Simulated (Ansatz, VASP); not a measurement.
## Mg3Zn2O in VASP and in Ansatz

The input INCAR:

```
PREC = Accurate
ENCUT = 600
EDIFF = 1E-6
ISMEAR = 0
SIGMA = 0.1
LREAL = False
LASPH = True
NELM = 60
ALGO = Normal
ISIF = 3
LWAVE = False
LCHARG = False
GGA = PE
IBRION = 2
NSW = 100
EDIFFG = -0.01
```

The input KPOINTS:

```
regular mesh
0
Gamma
  6 6 6
```

POSCAR

```
Mg3Zn2O
1.0
    6.0681432587      0.0000000000      0.0000000000
   -3.0340716293      5.2551662158      0.0000000000
    0.0000000000      0.0000000000      6.1332791911
Mg Zn O
6 4 2
Direct
    0.1556970631      0.3113941261      0.2500000000
    0.6886058739      0.8443029369      0.2500000000
    0.1556970631      0.8443029369      0.2500000000
    0.8443029369      0.6886058739      0.7500000000
    0.3113941261      0.1556970631      0.7500000000
    0.8443029369      0.1556970631      0.7500000000
    0.6666666667      0.3333333333      0.4382570343
    0.3333333333      0.6666666667      0.5617429657
    0.3333333333      0.6666666667      0.9382570343
    0.6666666667      0.3333333333      0.0617429657
    0.0000000000      0.0000000000      0.5000000000
    0.0000000000      0.0000000000      0.0000000000
```

Input for Ansatz:

```yaml
crystal:
  lattice:
    - [6.0681432587, 0.0, 0.0]
    - [-3.0340716293, 5.2551662158, 0.0]
    - [0.0, 0.0, 6.1332791911]
  atoms:
    - { symbol: Mg, position: [0.1556970631, 0.3113941261, 0.25] }
    - { symbol: Mg, position: [0.6886058739, 0.8443029369, 0.25] }
    - { symbol: Mg, position: [0.1556970631, 0.8443029369, 0.25] }
    - { symbol: Mg, position: [0.8443029369, 0.6886058739, 0.75] }
    - { symbol: Mg, position: [0.3113941261, 0.1556970631, 0.75] }
    - { symbol: Mg, position: [0.8443029369, 0.1556970631, 0.75] }
    - { symbol: Zn, position: [0.6666666667, 0.3333333333, 0.4382570343] }
    - { symbol: Zn, position: [0.3333333333, 0.6666666667, 0.5617429657] }
    - { symbol: Zn, position: [0.3333333333, 0.6666666667, 0.9382570343] }
    - { symbol: Zn, position: [0.6666666667, 0.3333333333, 0.0617429657] }
    - { symbol: O, position: [0.0, 0.0, 0.5] }
    - { symbol: O, position: [0.0, 0.0, 0.0] }
basis:
  ecutwfc: 420
kpoints:
  mp_grid: { grid: [6, 6, 6] }
hamiltonian:
  xc: pbe
scf:
  occupations: { method: gaussian, width: 0.1 }
output:
  forces: true
  stress: true
  eigenvalues: true
relax:
  adjacent_minimum: "off"
  f_tol: 0.01
  max_steps: 80
  cell: { stress_tol: 0.05 }
```

Change from the starting cell: species swapped into the Ta2Co3Ge type (P6_3/mmc, No. 194).

Alike in both runs: task relaxation of cell and atoms; functional PBE; k mesh 6 × 6 × 6; occupations gaussian, width 0.1 eV; no spin polarisation.

```csv
,VASP,Ansatz
version,VASP 6.6.1,Ansatz 0.2.0
potentials or method,"VASP PAW PBE potentials, release 64 (Mg, Zn, O), cutoff 600 eV","scalar-relativistic, plane waves, PAW"
valence electrons in the cell,72,120
```

VASP gave:

| Property | Result |
| --- | --- |
| gap on the k mesh at the Fermi level, each at its own relaxed structure (eV) | none |
| relaxed volume (Å³/atom) | 16.69 |
| relaxed cell length with the largest relative difference (Å) | 6.271 |

Problem. What did Ansatz give for the same quantities?

Solution. gap on the k mesh at the Fermi level, each at its own relaxed structure (eV): none; relaxed volume (Å³/atom): 16.74; relaxed cell length with the largest relative difference (Å): 6.279.

A gap of «none» marks a metal or a gap that the smearing closes. VASP's potentials hold 72 valence electrons a cell and Ansatz's 120, so a difference there can come from the potentials and not from the codes.
